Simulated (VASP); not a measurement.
# MgB2 (P6/mmm) in VASP: a series of runs

Runs on MgB2. Level: LDA. Tasks: single point.

All numbers are computed with VASP 6.6.1; they aren't measurements. Logs are shortened: lines on timing, memory, paths and dates and some standing lists are left out, and cuts for length are marked.

## (1) The cell of the first run

The structure is hexagonal, space group P6/mmm (No. 191). Conventional cell: a = 3.126 Å, b = 3.126 Å, c = 3.569 Å, α = 90.00°, β = 90.00°, γ = 120.00°. Mg (site symmetry 6/mmm) has 12 B at 2.54 Å and 6 Mg at 3.13 Å within 3.3 Å. B (site symmetry -6m2) has 3 B at 1.80 Å within 2.4 Å.

## (2) Single point, LDA

INCAR

```
PREC = Accurate
ENCUT = 520
EDIFF = 1E-6
ISMEAR = -1
SIGMA = 0.05
LREAL = False
LASPH = True
NELM = 100
ALGO = Normal
ISIF = 2
LWAVE = False
LCHARG = True
LELF = True
LVHAR = True
NBANDS = 11
```

KPOINTS

```
Automatic mesh
0
Gamma
  10 10 8
```

POSCAR

```
MgB2
1.0
    3.1255967608      0.0000000000      0.0000000000
   -1.5627983804      2.7068461969      0.0000000000
    0.0000000000      0.0000000000      3.5693605797
Mg B
1 2
Direct
    0.0000000000      0.0000000000      0.0000000000
    0.6666666667      0.3333333333      0.5000000000
    0.3333333333      0.6666666667      0.5000000000
```

Potentials or basis: VASP PAW LDA potentials, release 64 (Mg, B).

Launch:

```console
$ cat potpaw_LDA.64/Mg/POTCAR potpaw_LDA.64/B/POTCAR > POTCAR
$ mpirun -np 1 vasp_std > vasp.out
```

OUTCAR:

```text
PREC = Accurate
   ENCUT = 520
   EDIFF = 1E-6
   ISMEAR = -1
   LREAL = False
   LASPH = True
   NELM = 100
   ISIF = 2

 ion  position               nearest neighbor table
   1  0.000  0.000  0.000-   2 2.54   3 2.54   2 2.54   3 2.54   2 2.54   2 2.54   3 2.54   3 2.54
                             2 2.54   2 2.54   3 2.54   3 2.54
   2  0.667  0.333  0.500-   3 1.80   3 1.80   3 1.80   1 2.54   1 2.54   1 2.54   1 2.54   1 2.54
                             1 2.54
   3  0.333  0.667  0.500-   2 1.80   2 1.80   2 1.80   1 2.54   1 2.54   1 2.54   1 2.54   1 2.54
                             1 2.54

  LATTYP: Found a hexagonal cell.
 ALAT       =     3.1255967608
 C/A-ratio  =     1.1419773096

  Lattice vectors:

 A1 = (   3.1255967608,   0.0000000000,   0.0000000000)
 A2 = (  -1.5627983804,   2.7068461969,   0.0000000000)
 A3 = (   0.0000000000,   0.0000000000,   3.5693605797)

Analysis of symmetry for initial positions (statically):
=====================================================================
 Subroutine PRICEL returns:
 Original cell was already a primitive cell.

 Routine SETGRP: Setting up the symmetry group for a
 hexagonal supercell.

 Subroutine GETGRP returns: Found 24 space group operations
 (whereof 24 operations were pure point group operations)
 out of a pool of 24 trial point group operations.

The static configuration has the point symmetry D_6h.

Analysis of symmetry for dynamics (positions and initial velocities):
=====================================================================
 Subroutine PRICEL returns:
 Original cell was already a primitive cell.

 Routine SETGRP: Setting up the symmetry group for a
 hexagonal supercell.

 Subroutine GETGRP returns: Found 24 space group operations
 (whereof 24 operations were pure point group operations)
 out of a pool of 24 trial point group operations.

The dynamic configuration has the point symmetry D_6h.

 Subroutine INISYM returns: Found 24 space group operations
 (whereof 24 operations are pure point group operations),
 and found     1 'primitive' translations

----------------------------------------------------------------------------------------

                                     Primitive cell

  volume of cell :      30.1986

  direct lattice vectors                    reciprocal lattice vectors
     3.125596761  0.000000000  0.000000000     0.319938903  0.184716812  0.000000000
    -1.562798380  2.706846197  0.000000000     0.000000000  0.369433624  0.000000000
     0.000000000  0.000000000  3.569360580     0.000000000  0.000000000  0.280162224

  length of vectors
     3.125596761  3.125596761  3.569360580     0.369433624  0.369433624  0.280162224

  position of ions in fractional coordinates (direct lattice)
     0.000000000  0.000000000  0.000000000
     0.666666667  0.333333333  0.500000000
     0.333333333  0.666666667  0.500000000

  ion indices of the primitive-cell ions
   primitive index   ion index
                 1           1
                 2           2
                 3           3

----------------------------------------------------------------------------------------

 KPOINTS: Automatic mesh

Automatic generation of k-mesh.
 Grid dimensions read from file:
 generate k-points for:   10   10    8

 Generating k-lattice:

  Cartesian coordinates                     Fractional coordinates (reciprocal lattice)
     0.031993890  0.018471681  0.000000000     0.100000000 -0.000000000  0.000000000
     0.000000000  0.036943362  0.000000000     0.000000000  0.100000000  0.000000000
     0.000000000  0.000000000  0.035020278     0.000000000  0.000000000  0.125000000

  Length of vectors
     0.036943362  0.036943362  0.035020278

  Shift w.r.t. Gamma in fractional coordinates (k-lattice)
     0.000000000  0.000000000  0.000000000

 Subroutine IBZKPT returns following result:
 ===========================================

 Found     70 irreducible k-points:

 Following reciprocal coordinates:
            Coordinates               Weight
  0.000000  0.000000  0.000000      1.000000
  0.100000  0.000000  0.000000      6.000000
  0.200000  0.000000  0.000000      6.000000
  0.300000  0.000000  0.000000      6.000000
  0.400000  0.000000  0.000000      6.000000
  0.500000 -0.000000  0.000000      3.000000
[... 16 lines left out ...]
  0.300000  0.100000  0.125000     24.000000
  0.400000  0.100000  0.125000     24.000000
 [... further k-points ...]
   k-points           NKPTS =     70   k-points in BZ     NKDIM =     70   number of bands    NBANDS=     11
   number of dos      NEDOS =    301   number of ions     NIONS =      3
   total plane-waves  NPLWV =  16128
   dimension x,y,z NGX =    24 NGY =   24 NGZ =   28
   dimension x,y,z NGXF=    48 NGYF=   48 NGZF=   56
   ions per type =               1   2
   NGX,Y,Z   is equivalent  to a cutoff of  12.77, 12.77, 13.04 a.u.
   NGXF,Y,Z  is equivalent  to a cutoff of  25.53, 25.53, 26.08 a.u.
 SYSTEM =  unknown system
   PREC   = accura    normal or accurate (medium, high low for compatibility)
   ISTART =      0    job   : 0-new  1-cont  2-samecut
   ICHARG =      2    charge: 1-file 2-atom 10-const
   ISPIN  =      1    spin polarized calculation?
   LNONCOLLINEAR =      F non collinear calculations
   LSORBIT =      F    spin-orbit coupling
   LASPH  =      T    aspherical Exc in radial PAW
   ENCUT  =  520.0 eV  38.22 Ry    6.18 a.u.   5.81  5.81  6.64*2*pi/ulx,y,z
   NELM   =    100;   NELMIN=  2; NELMDL= -5     # of ELM steps
   EDIFF  = 0.1E-05   stopping-criterion for ELM
   LREAL  =      F    real-space projection
   EDIFFG = 0.1E-04   stopping-criterion for IOM
   NSW    =      0    number of steps for IOM
   IBRION =     -1    ionic relax: 0-MD 1-quasi-New 2-CG
   NFREE  =      0    steps in history (QN), initial steepest desc. (CG)
   ISIF   =      2    stress and relaxation
   ISYM   =      2    0-nonsym 1-usesym 2-fastsym
   POTIM  = 0.5000    time-step for ionic-motion
   TEBEG  =    0.0;   TEEND  =   0.0 temperature during run
   PSTRESS=    0.0 pullay stress
   NELECT =       8.0000    total number of electrons
   NUPDOWN=      -1.0000    fix difference up-down
   EMIN   =  10.00;   EMAX   =-10.00  energy-range for DOS
   EFERMI =   0.00;   METHOD = LEGACY
   ISMEAR =    -1;   SIGMA  =   0.05  broadening in eV -4-tet -1-fermi 0-gaus
   EFERMI_NEDOS =   21; number of points for ismear=-14 and -15
   IALGO  =     38    algorithm
   IMIX   =      4    mixing-type and parameters
     AMIX     =   0.40;   BMIX     =  1.00
     AMIX_MAG =   1.60;   BMIX_MAG =  1.00
  volume/ion in A,a.u.               =      10.07        67.93
  Fermi-wavevector in a.u.,A,eV,Ry     =   1.051419  1.986894 15.040996  1.105482
  Thomas-Fermi vector in A             =   2.186461
   LORBIT       =      0    0 simple, 1 ext, 2 COOP (PROOUT), +10 PAW based schemes
   GGA     = CA    functional components
   LHFCALC =     F    Hartree Fock is set to
   AEXX    =    0.0000 exact exchange contribution
   IVDW    =     0    specifies the selected vdW correction
   LEPSILON=     F    determine dielectric tensor
   LRPA    =     F    only Hartree local field effects (RPA)
 non-spin polarized calculation
  energy-cutoff  :      520.00
  volume of cell :       30.20
 maximum number of plane-waves:       830
 NGX is ok and might be reduce to    24
   NGX = 11   NGY = 11   NGZ = 13

 number of electron       8.0000000 magnetization

 Free energy of the ion-electron system (eV)
  ---------------------------------------------------
  ext. energy  EPLUGINS =         0.00000000
  ---------------------------------------------------
  free energy    TOTEN  =       -17.17121462 eV

  energy without entropy =      -17.16515306  energy(sigma->0) =      -17.16818384

 E-fermi :   4.9803     XC(G=0): -10.9389

 val. band max:        4.9491982150   @ k =   0.1000   0.0000   0.1250
 cond. band min:       5.0076592087   @ k =   0.3000   0.2000   0.0000
 fundamental gap:      0.0584609936
 Fermi energy:         4.9803179403

 k-point     1 :       0.0000    0.0000    0.0000
  band No.  band energies     occupation
      1      -7.1126      2.00000
      2       2.0922      2.00000
      3       5.2816      0.00482
      4       5.2816      0.00482
      5       6.4802      0.00000
      6      11.0449      0.00000
      7      11.0449      0.00000
      8      12.7328      0.00000
      9      14.4238      0.00000
     10      17.0482      0.00000
     11      20.5800      0.00000

 k-point     2 :       0.1000    0.0000    0.0000
  band No.  band energies     occupation
      1      -6.9439      2.00000
      2       2.2574      2.00000
      3       4.4580      1.99994
      4       4.9020      1.65432
      5       6.6366      0.00000
      6      10.8785      0.00000
      7      11.7588      0.00000
      8      13.1103      0.00000
      9      13.8646      0.00000
     10      17.8832      0.00000
     11      19.7518      0.00000

 k-point     3 :       0.2000    0.0000    0.0000
  band No.  band energies     occupation
      1      -6.4406      2.00000
      2       2.6633      2.00000
      3       2.7473      2.00000
      4       4.1440      2.00000
      5       7.1075      0.00000
      6      10.3282      0.00000
      7      12.4163      0.00000
      8      13.4937      0.00000
      9      13.8070      0.00000
     10      18.6417      0.00000
     11      18.9113      0.00000
[... 267 lines left out ...]
 k-point    23 :       0.3000    0.1000    0.1250
  band No.  band energies     occupation
      1      -4.8430      2.00000
      2      -0.1500      2.00000
      3       2.5268      2.00000
      4       3.2780      2.00000
      5       8.5395      0.00000
      6       9.6651      0.00000
      7      10.6589      0.00000
      8      13.6306      0.00000
      9      15.0959      0.00000
     10      16.4064      0.00000
     11      18.5728      0.00000

 k-point    24 :       0.4000    0.1000    0.1250
  band No.  band energies     occupation
      1      -3.6000      2.00000
      2      -1.8942      2.00000
      3       2.2051      2.00000
      4       4.3045      2.00000
      5       7.0732      0.00000
      6       9.9871      0.00000
      7      10.9977      0.00000
      8      12.7327      0.00000
      9      14.6898      0.00000
     10      17.7081      0.00000
     11      18.7116      0.00000

 [... further k-points ...]
[... 5 lines left out ...]
  --------------------------------------------------------------------------------------
  -------------------------------------------------------------------------------------
  Total       -2.6222428     -2.6222428     -2.1124342      0.0000000     -0.0000000     -0.0000000
  in kB     -139.1222316   -139.1222316   -112.0745053      0.0000000     -0.0000000     -0.0000000
  external PRESSURE =    -130.1063228 kB  Pullay stress =       0.0000000 kB

 VOLUME and BASIS-vectors are now :
 -----------------------------------------------------------------------------
  energy-cutoff  :      520.00
  volume of cell :       30.20
      direct lattice vectors                 reciprocal lattice vectors
     3.125596761  0.000000000  0.000000000     0.319938903  0.184716812  0.000000000
    -1.562798380  2.706846197  0.000000000     0.000000000  0.369433624  0.000000000
     0.000000000  0.000000000  3.569360580     0.000000000  0.000000000  0.280162224

 POSITION                                       TOTAL-FORCE (eV/Angst)
 -----------------------------------------------------------------------------------
      0.00000      0.00000      0.00000         0.000000      0.000000      0.000000
      1.56280      0.90228      1.78468         0.000000     -0.000000      0.000000
     -0.00000      1.80456      1.78468        -0.000000      0.000000     -0.000000
 -----------------------------------------------------------------------------------
    total drift:                                0.000000     -0.000000      0.000000

  FREE ENERGIE OF THE ION-ELECTRON SYSTEM (eV)
  ---------------------------------------------------
  free  energy   TOTEN  =       -17.1712146157 eV

  energy  without entropy=      -17.1651530566  energy(sigma->0) =      -17.16818384
```

Run time: 8.4 s. Hardware: 1 thread of Intel Xeon Platinum 8488C (Sapphire Rapids), shared host; peak memory 0.14 GiB.

Results:

```
Free energy            : -17.1712 eV
Pressure               : -13.0 GPa
Band gap on the k mesh : zero (band 4 reaches 6.05 eV, above the bottom of band 5 at 3.63 eV)
```

Stress tensor (GPa, compression positive):
```
-13.91   0.00   0.00
  0.00 -13.91   0.00
  0.00   0.00 -11.21
```

Levels at points of the mesh, in eV from the Fermi level:
| k point | band 2 | band 3 | band 4 | band 5 | band 6 | band 7 |
| --- | --- | --- | --- | --- | --- | --- |
| (0.00, 0.00, 0.00) | -2.89 | 0.30 | 0.30 | 1.50 | 6.06 | 6.06 |
| (0.50, 0.00, 0.00) | -7.64 | -2.15 | 0.19 | 2.92 | 3.76 | 5.08 |
| (0.00, 0.00, 0.50) | -7.28 | 0.66 | 0.66 | 6.43 | 6.43 | 7.61 |
| (0.50, 0.00, 0.50) | -6.74 | -3.49 | -1.85 | -1.35 | 5.46 | 8.19 |

## (3) Single point, LDA

This run uses another cell than the first one, of 10.26 Å³/atom, 1.019 times its volume.

INCAR

```
SYSTEM = MgB2
PREC = Accurate
ENCUT = 520
EDIFF = 1E-6
ISMEAR = -1
SIGMA = 0.05
LREAL = .False.
LASPH = .True.
NELM = 80
ALGO = Normal
ISIF = 2
LWAVE = .False.
LCHARG = .True.
GGA = CA
LELF = .True.
LVHAR = .True.
NBANDS = 11
```

KPOINTS

```
Automatic mesh
0
Gamma
  10 10 8
  0 0 0
```

POSCAR

```
MgB2
1.0
    3.1455055572      0.0000000000      0.0000000000
   -1.5727527786      2.7240877203      0.0000000000
    0.0000000000      0.0000000000      3.5920959734
Mg B
1 2
Direct
    0.0000000000      0.0000000000      0.0000000000
    0.6666666667      0.3333333333      0.5000000000
    0.3333333333      0.6666666667      0.5000000000
```

Potentials or basis: VASP PAW LDA potentials, release 64 (Mg, B).

Launch:

```console
$ cat potpaw_LDA.64/Mg/POTCAR potpaw_LDA.64/B/POTCAR > POTCAR
$ mpirun -np 1 vasp_std > vasp.out
```

It took 9 s on 1 thread of Intel Xeon Platinum 8488C (Sapphire Rapids), shared host; peak memory 0.14 GiB.

It converged, with:

- Free energy: -17.1203 eV
- Pressure: -15.1 GPa
- Band gap on the k mesh: zero (band 4 reaches 5.91 eV, above the bottom of band 5 at 3.51 eV)

Stress tensor (GPa, compression positive):
```
-16.37   0.00   0.00
  0.00 -16.37   0.00
  0.00   0.00 -12.70
```

Levels at points of the mesh, in eV from the Fermi level:
| k point | band 2 | band 3 | band 4 | band 5 | band 6 | band 7 |
| --- | --- | --- | --- | --- | --- | --- |
| (0.00, 0.00, 0.00) | -2.85 | 0.29 | 0.29 | 1.45 | 5.99 | 5.99 |
| (0.50, 0.00, 0.00) | -7.56 | -2.12 | 0.20 | 2.88 | 3.71 | 4.99 |
| (0.00, 0.00, 0.50) | -7.19 | 0.64 | 0.64 | 6.36 | 6.36 | 7.50 |
| (0.50, 0.00, 0.50) | -6.68 | -3.44 | -1.83 | -1.33 | 5.34 | 8.03 |
